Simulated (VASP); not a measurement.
# AgCl in VASP: a series of runs

Runs on AgCl. Level: PBE. Tasks: single point.

Program: VASP 6.6.1. These are calculated values, not measurements. Logs are shortened: lines on timing, memory, paths and dates and some standing lists are left out, and cuts for length are marked.

### 1 The cell of the first run

The structure is tetragonal, space group I4mm (No. 107). The conventional cell has a = 3.968 Å, b = 3.968 Å, c = 5.612 Å, α = 90.00°, β = 90.00°, γ = 90.00°. Within 2.8 Å of Ag (site symmetry 4mm) lie 1 Cl at 2.13 Å. Within 2.8 Å of Cl (site symmetry 4mm) lie 1 Ag at 2.13 Å.

### 2 Single point, PBE

Contents of INCAR:

```
SYSTEM = AgCl
PREC = Accurate
ENCUT = 520
EDIFF = 1E-6
ISMEAR = 0
SIGMA = 0.05
LREAL = .FALSE.
LASPH = .TRUE.
NELM = 80
ALGO = Normal
ISIF = 2
LWAVE = .FALSE.
LCHARG = .FALSE.
GGA = PE
NBANDS = 16
```

Contents of KPOINTS:

```
regular mesh
0
G
  8 8 8
  0 0 0
```

Contents of POSCAR:

```
AgCl
1.0
    0.0000000000      2.8060228508      2.8060228508
    2.8060228508      0.0000000000      2.8060228508
    2.8060228508      2.8060228508      0.0000000000
Ag Cl
1 1
Direct
    0.4700640907      0.5299359093      0.5299359093
    0.0910897785     -0.0910897785     -0.0910897785
```

Potentials or basis: VASP PAW PBE potentials, release 64 (Ag, Cl).

Launch:

```bash
$ cat potpaw_PBE.64/Ag/POTCAR potpaw_PBE.64/Cl/POTCAR > POTCAR
$ mpirun -np 1 vasp_std > vasp.out
```

OUTCAR:

```text
SYSTEM = AgCl
   PREC = Accurate
   ENCUT = 520
   EDIFF = 1E-6
   ISMEAR = 0
   LREAL = .FALSE.
   LASPH = .TRUE.
   NELM = 80
   ISIF = 2
   GGA = PE

 ion  position               nearest neighbor table
   1  0.470  0.530  0.530-   2 2.13   2 2.89   2 2.89   2 2.89   2 2.89
   2  0.091  0.909  0.909-   1 2.13   1 2.89   1 2.89   1 2.89   1 2.89

  LATTYP: Found a face centered cubic cell.
 ALAT       =     5.6120457016

  Lattice vectors:

 A1 = (   0.0000000000,   2.8060228508,   2.8060228508)
 A2 = (   2.8060228508,   0.0000000000,   2.8060228508)
 A3 = (   2.8060228508,   2.8060228508,   0.0000000000)

Analysis of symmetry for initial positions (statically):
=====================================================================
 Subroutine PRICEL returns:
 Original cell was already a primitive cell.

 Routine SETGRP: Setting up the symmetry group for a
 face centered cubic supercell.

 Subroutine GETGRP returns: Found  8 space group operations
 (whereof  8 operations were pure point group operations)
 out of a pool of 48 trial point group operations.

The static configuration has the point symmetry C_4v.

Analysis of symmetry for dynamics (positions and initial velocities):
=====================================================================
 Subroutine PRICEL returns:
 Original cell was already a primitive cell.

 Routine SETGRP: Setting up the symmetry group for a
 face centered cubic supercell.

 Subroutine GETGRP returns: Found  8 space group operations
 (whereof  8 operations were pure point group operations)
 out of a pool of 48 trial point group operations.

The dynamic configuration has the point symmetry C_4v.

 Subroutine INISYM returns: Found  8 space group operations
 (whereof  8 operations are pure point group operations),
 and found     1 'primitive' translations

----------------------------------------------------------------------------------------

                                     Primitive cell

  volume of cell :      44.1879

  direct lattice vectors                    reciprocal lattice vectors
     0.000000000  2.806022851  2.806022851    -0.178188143  0.178188143  0.178188143
     2.806022851  0.000000000  2.806022851     0.178188143 -0.178188143  0.178188143
     2.806022851  2.806022851  0.000000000     0.178188143  0.178188143 -0.178188143

  length of vectors
     3.968315572  3.968315572  3.968315572     0.308630916  0.308630916  0.308630916

  position of ions in fractional coordinates (direct lattice)
     0.470064091  0.529935909  0.529935909
     0.091089778  0.908910222  0.908910222

  ion indices of the primitive-cell ions
   primitive index   ion index
                 1           1
                 2           2

----------------------------------------------------------------------------------------

 KPOINTS: regular mesh

Automatic generation of k-mesh.
 Grid dimensions read from file:
 generate k-points for:    8    8    8

 Generating k-lattice:

  Cartesian coordinates                     Fractional coordinates (reciprocal lattice)
    -0.022273518  0.022273518  0.022273518     0.125000000  0.000000000  0.000000000
     0.022273518 -0.022273518  0.022273518     0.000000000  0.125000000  0.000000000
     0.022273518  0.022273518 -0.022273518     0.000000000  0.000000000  0.125000000

  Length of vectors
     0.038578865  0.038578865  0.038578865

  Shift w.r.t. Gamma in fractional coordinates (k-lattice)
     0.000000000  0.000000000  0.000000000

 Subroutine IBZKPT returns following result:
 ===========================================

 Found     59 irreducible k-points:

 Following reciprocal coordinates:
            Coordinates               Weight
  0.000000  0.000000  0.000000      1.000000
  0.125000  0.000000  0.000000      8.000000
  0.250000  0.000000  0.000000      8.000000
  0.375000  0.000000  0.000000      8.000000
  0.500000  0.000000  0.000000      4.000000
  0.125000  0.125000  0.000000      4.000000
[... 16 lines left out ...]
  0.000000  0.375000  0.250000      8.000000
  0.500000  0.250000  0.000000     16.000000
 [... further k-points ...]
   k-points           NKPTS =     59   k-points in BZ     NKDIM =     59   number of bands    NBANDS=     16
   number of dos      NEDOS =    301   number of ions     NIONS =      2
   total plane-waves  NPLWV =  27000
   dimension x,y,z NGX =    30 NGY =   30 NGZ =   30
   dimension x,y,z NGXF=    60 NGYF=   60 NGZF=   60
   ions per type =               1   1
   NGX,Y,Z   is equivalent  to a cutoff of  12.57, 12.57, 12.57 a.u.
   NGXF,Y,Z  is equivalent  to a cutoff of  25.14, 25.14, 25.14 a.u.
 SYSTEM =  AgCl
   PREC   = accura    normal or accurate (medium, high low for compatibility)
   ISTART =      0    job   : 0-new  1-cont  2-samecut
   ICHARG =      2    charge: 1-file 2-atom 10-const
   ISPIN  =      1    spin polarized calculation?
   LNONCOLLINEAR =      F non collinear calculations
   LSORBIT =      F    spin-orbit coupling
   LASPH  =      T    aspherical Exc in radial PAW
   ENCUT  =  520.0 eV  38.22 Ry    6.18 a.u.   7.38  7.38  7.38*2*pi/ulx,y,z
   NELM   =     80;   NELMIN=  2; NELMDL= -5     # of ELM steps
   EDIFF  = 0.1E-05   stopping-criterion for ELM
   LREAL  =      F    real-space projection
   EDIFFG = 0.1E-04   stopping-criterion for IOM
   NSW    =      0    number of steps for IOM
   IBRION =     -1    ionic relax: 0-MD 1-quasi-New 2-CG
   NFREE  =      0    steps in history (QN), initial steepest desc. (CG)
   ISIF   =      2    stress and relaxation
   ISYM   =      2    0-nonsym 1-usesym 2-fastsym
   POTIM  = 0.5000    time-step for ionic-motion
   TEBEG  =    0.0;   TEEND  =   0.0 temperature during run
   PSTRESS=    0.0 pullay stress
   NELECT =      18.0000    total number of electrons
   NUPDOWN=      -1.0000    fix difference up-down
   EMIN   =  10.00;   EMAX   =-10.00  energy-range for DOS
   EFERMI =   0.00;   METHOD = LEGACY
   ISMEAR =     0;   SIGMA  =   0.05  broadening in eV -4-tet -1-fermi 0-gaus
   EFERMI_NEDOS =   21; number of points for ismear=-14 and -15
   IALGO  =     38    algorithm
   IMIX   =      4    mixing-type and parameters
     AMIX     =   0.40;   BMIX     =  1.00
     AMIX_MAG =   1.60;   BMIX_MAG =  1.00
  volume/ion in A,a.u.               =      22.09       149.10
  Fermi-wavevector in a.u.,A,eV,Ry     =   1.213569  2.293313 20.037975  1.472750
  Thomas-Fermi vector in A             =   2.349017
   LORBIT       =      0    0 simple, 1 ext, 2 COOP (PROOUT), +10 PAW based schemes
   GGA     = PE    functional components
   LHFCALC =     F    Hartree Fock is set to
   AEXX    =    0.0000 exact exchange contribution
   IVDW    =     0    specifies the selected vdW correction
   LEPSILON=     F    determine dielectric tensor
   LRPA    =     F    only Hartree local field effects (RPA)
 non-spin polarized calculation
 Gauss-broadening in eV      SIGMA  =   0.05
  energy-cutoff  :      520.00
  volume of cell :       44.19
 maximum number of plane-waves:      1243
 NGX is ok and might be reduce to    30
   NGX = 15   NGY = 15   NGZ = 15

 number of electron      18.0000000 magnetization

 Free energy of the ion-electron system (eV)
  ---------------------------------------------------
  ext. energy  EPLUGINS =         0.00000000
  ---------------------------------------------------
  free energy    TOTEN  =        -4.71545706 eV

  energy without entropy =       -4.71545706  energy(sigma->0) =       -4.71545706

 E-fermi :   3.7186     XC(G=0):  -9.6977

 val. band max:        3.4049161489   @ k =   0.1250   0.1250   0.0000
 cond. band min:       4.7096085009   @ k =   0.0000   0.0000   0.0000
 fundamental gap:      1.3046923520
 Fermi energy:         3.7185674228

 k-point     1 :       0.0000    0.0000    0.0000
  band No.  band energies     occupation
      1     -11.8689      2.00000
      2      -1.4851      2.00000
      3      -0.4576      2.00000
      4      -0.4576      2.00000
      5       0.9716      2.00000
      6       1.0149      2.00000
[... 8 lines left out ...]
     15      16.8284      0.00000
     16      16.8939      0.00000

 k-point     2 :       0.1250    0.0000    0.0000
  band No.  band energies     occupation
      1     -11.8218      2.00000
      2      -1.5513      2.00000
      3      -0.5301      2.00000
      4      -0.4700      2.00000
      5       0.9682      2.00000
      6       0.9764      2.00000
[... 8 lines left out ...]
     15      15.9730      0.00000
     16      16.7866      0.00000

 k-point     3 :       0.2500    0.0000    0.0000
  band No.  band energies     occupation
      1     -11.7047      2.00000
      2      -1.7148      2.00000
      3      -0.7620      2.00000
      4      -0.5292      2.00000
      5       0.9476      2.00000
      6       0.9863      2.00000
[... 8 lines left out ...]
     15      16.0050      0.00000
     16      16.3192      0.00000

 k-point     4 :       0.3750    0.0000    0.0000
  band No.  band energies     occupation
      1     -11.5827      2.00000
      2      -1.8866      2.00000
      3      -1.0518      2.00000
      4      -0.6193      2.00000
      5       1.0238      2.00000
      6       1.0300      2.00000
[... 8 lines left out ...]
     15      16.6966      0.00000
     16      17.0067      0.00000
[... 324 lines left out ...]
 k-point    22 :       0.3750    0.2500    0.0000
  band No.  band energies     occupation
      1     -11.5842      2.00000
      2      -1.4659      2.00000
      3      -0.9514      2.00000
      4      -0.7901      2.00000
      5       0.9386      2.00000
      6       1.1331      2.00000
[... 8 lines left out ...]
     15      17.6439      0.00000
     16      18.8598      0.00000

 k-point    23 :       0.0000    0.3750    0.2500
  band No.  band energies     occupation
      1     -11.5756      2.00000
      2      -1.8891      2.00000
      3      -0.3738      2.00000
      4      -0.2588      2.00000
      5       0.8204      2.00000
      6       1.1380      2.00000
[... 8 lines left out ...]
     15      17.6032      0.00000
     16      19.2039      0.00000

 k-point    24 :       0.5000    0.2500    0.0000
  band No.  band energies     occupation
      1     -11.5110      2.00000
      2      -1.6317      2.00000
      3      -1.0354      2.00000
      4      -0.7590      2.00000
      5       1.0783      2.00000
      6       1.1214      2.00000
[... 8 lines left out ...]
     15      17.8966      0.00000
     16      18.5867      0.00000

 [... further k-points ...]
[... 5 lines left out ...]
  --------------------------------------------------------------------------------------
  -------------------------------------------------------------------------------------
  Total        8.6810864      0.1388044      0.1388044      0.0000000     -0.0000000      0.0000000
  in kB      314.7610993      5.0328075      5.0328075      0.0000000     -0.0000000      0.0000000
  external PRESSURE =     108.2755714 kB  Pullay stress =       0.0000000 kB

 VOLUME and BASIS-vectors are now :
 -----------------------------------------------------------------------------
  energy-cutoff  :      520.00
  volume of cell :       44.19
      direct lattice vectors                 reciprocal lattice vectors
     0.000000000  2.806022851  2.806022851    -0.178188143  0.178188143  0.178188143
     2.806022851  0.000000000  2.806022851     0.178188143 -0.178188143  0.178188143
     2.806022851  2.806022851  0.000000000     0.178188143  0.178188143 -0.178188143

 POSITION                                       TOTAL-FORCE (eV/Angst)
 -----------------------------------------------------------------------------------
      2.97402      2.80602      2.80602        -3.851288      0.000000      0.000000
      5.10085      2.80602      2.80602         3.851288      0.000000      0.000000
 -----------------------------------------------------------------------------------
    total drift:                               -0.000718      0.000000      0.000000

  FREE ENERGIE OF THE ION-ELECTRON SYSTEM (eV)
  ---------------------------------------------------
  free  energy   TOTEN  =        -4.7154570585 eV

  energy  without entropy=       -4.7154570585  energy(sigma->0) =       -4.71545706
```

Wall time 50 s (1 thread of AMD EPYC 7R43 (Zen 3), shared host); peak memory 0.16 GiB.

Results:

* Free energy: -4.7155 eV
* Pressure: 10.8 GPa
* Largest force: 3.851 eV/Å
* Band gap on the k mesh: 1.30 eV, indirect (least direct gap 1.56 eV)

Forces on the atoms (eV/Å):
```
Ag  -3.851  0.000  0.000
Cl   3.851  0.000  0.000
```

Stress tensor (GPa, compression positive):
```
31.48  0.00  0.00
 0.00  0.50  0.00
 0.00  0.00  0.50
```

Levels at points of the mesh, in eV from the valence-band top:
```csv
k point,band 6,band 7,band 8,band 9,band 10,band 11,band 12,band 13
"(0.00, 0.00, 0.00)",-2.39,-0.83,-0.83,-0.25,1.30,9.65,9.65,9.95
"(0.50, 0.00, 0.00)",-2.33,-1.79,-0.40,-0.17,4.75,6.12,7.99,9.00
"(0.50, 0.50, 0.00)",-2.05,-2.05,-1.08,-0.97,2.76,6.76,8.49,12.37
"(0.00, 0.50, 0.50)",-2.19,-2.17,-2.06,-2.06,2.85,8.01,9.71,11.48
```

Caveat: forces of over 1 eV/Å act on the atoms, so gaps and moduli don't describe the material at rest. Expect the measured gap to be larger: semilocal functionals such as PBE lack the derivative discontinuity.

### 3 Single point, PBE

This run uses another cell than the first one, of 20.36 Å³/atom, 0.922 times its volume.

Contents of INCAR:

```
SYSTEM = AgCl
PREC     = Accurate       ! precision mode
ENCUT    = 520            ! plane-wave cutoff, eV
EDIFF    = 1E-6           ! SCF threshold, eV
ISMEAR   = 0              ! smearing method
SIGMA    = 0.05           ! smearing width, eV
LREAL    = .FALSE.        ! projectors in reciprocal space
LASPH    = .TRUE.         ! aspherical terms in the spheres
NELM     = 60             ! most SCF steps
ALGO     = Normal         ! electronic algorithm
ISIF     = 2              ! what is computed and relaxed
LWAVE    = .FALSE.        ! write WAVECAR
LCHARG   = .FALSE.        ! write CHGCAR
GGA      = PE             ! functional
NBANDS   = 16             ! bands
```

Contents of KPOINTS:

```
Automatic mesh
0
G
  8 8 8
  0 0 0
```

Contents of POSCAR:

```
AgCl
1.0
    0.0000000000      2.6937819368      2.8060228508
    2.6937819368      0.0000000000      2.8060228508
    2.6937819368      2.6937819368      0.0000000000
Ag Cl
1 1
Direct
    0.4625801134      0.5374198866      0.5374198866
    0.1138622231     -0.1138622231     -0.1138622231
```

Potentials or basis: VASP PAW PBE potentials, release 64 (Ag, Cl).

Launch:

```bash
$ cat potpaw_PBE.64/Ag/POTCAR potpaw_PBE.64/Cl/POTCAR > POTCAR
$ mpirun -np 1 vasp_std > vasp.out
```

Wall time 69 s (1 thread of AMD EPYC 7R43 (Zen 3), shared host); peak memory 0.17 GiB.

It converged, with:

```
Free energy            : -2.8248 eV
Pressure               : 34.8 GPa
Largest force          : 12.299 eV/Å
Band gap on the k mesh : 1.38 eV, indirect (least direct gap 1.89 eV)
```

Forces on the atoms (eV/Å):
```
Ag  -12.299   0.000   0.000
Cl   12.299   0.000   0.000
```

Stress tensor (GPa, compression positive):
```
96.27  0.00  0.00
 0.00  4.77  0.00
 0.00  0.00  3.38
```

Levels at points of the mesh, in eV from the valence-band top:
| k point | band 7 | band 8 | band 9 | band 10 | band 11 | band 12 |
| --- | --- | --- | --- | --- | --- | --- |
| (0.00, 0.00, 0.00) | -0.96 | -0.81 | -0.52 | 1.38 | 8.95 | 9.10 |
| (0.50, 0.00, 0.00) | -2.52 | -0.93 | -0.53 | 4.50 | 5.92 | 7.57 |
| (0.50, 0.50, 0.00) | -3.00 | -1.09 | -1.06 | 2.36 | 6.08 | 8.15 |
| (0.50, 0.00, 0.50) | -3.02 | -1.40 | -1.16 | 2.33 | 5.84 | 8.54 |
| (0.00, 0.50, 0.50) | -3.10 | -2.79 | -2.52 | 2.54 | 7.44 | 10.63 |

Caveat: forces of over 1 eV/Å act on the atoms, so gaps and moduli don't describe the material at rest. PBE gaps usually lie below the measured ones, often by a third to a half.

### 4 Single point, PBE

This run uses another cell than the first one, of 20.36 Å³/atom, 0.922 times its volume.

Contents of INCAR:

```
SYSTEM = AgCl
PREC = Accurate
ENCUT = 520
EDIFF = 1E-6
ISMEAR = 0
SIGMA = 0.05
LREAL = .FALSE.
LASPH = .TRUE.
NELM = 80
ALGO = Normal
ISIF = 2
LWAVE = .FALSE.
LCHARG = .FALSE.
GGA = PE
NBANDS = 16
```

KPOINTS is that of step 3.

Contents of POSCAR:

```
AgCl
1.0
    0.0000000000      2.6937819368      2.8060228508
    2.6937819368      0.0000000000      2.8060228508
    2.6937819368      2.6937819368      0.0000000000
Ag Cl
1 1
Direct
    0.4925160227      0.5074839773      0.5074839773
    0.0227724446     -0.0227724446     -0.0227724446
```

Launch:

```bash
$ cat potpaw_PBE.64/Ag/POTCAR potpaw_PBE.64/Cl/POTCAR > POTCAR
$ mpirun -np 1 vasp_std > vasp.out
```

Run time: 68 s. Hardware: 1 thread of AMD EPYC 7R43 (Zen 3), shared host; peak memory 0.17 GiB.

The run converged. Its results:

* Free energy: -5.3254 eV
* Pressure: 4.9 GPa
* Largest force: 0.393 eV/Å
* Band gap on the k mesh: 0.82 eV, indirect (least direct gap 2.84 eV)

Forces on the atoms (eV/Å):
```
Ag  -0.393  0.000  0.000
Cl   0.393  0.000  0.000
```

Stress tensor (GPa, compression positive):
```
6.69 0.00 0.00
0.00 4.77 0.00
0.00 0.00 3.14
```

Levels at points of the mesh, in eV from the valence-band top:
```csv
k point,band 7,band 8,band 9,band 10,band 11,band 12
"(0.00, 0.00, 0.00)",-2.32,-2.26,-2.02,0.82,10.55,10.64
"(0.50, 0.00, 0.00)",-2.00,-0.28,0.00,4.05,6.68,7.33
"(0.50, 0.50, 0.00)",-2.23,-2.21,-2.11,2.27,7.91,8.41
"(0.50, 0.00, 0.50)",-2.23,-2.21,-2.08,2.21,7.65,8.82
"(0.00, 0.50, 0.50)",-2.24,-2.21,-2.10,2.21,7.77,8.91
```

A k mesh can miss the band edges. PBE gaps usually lie below the measured ones, often by a third to a half.
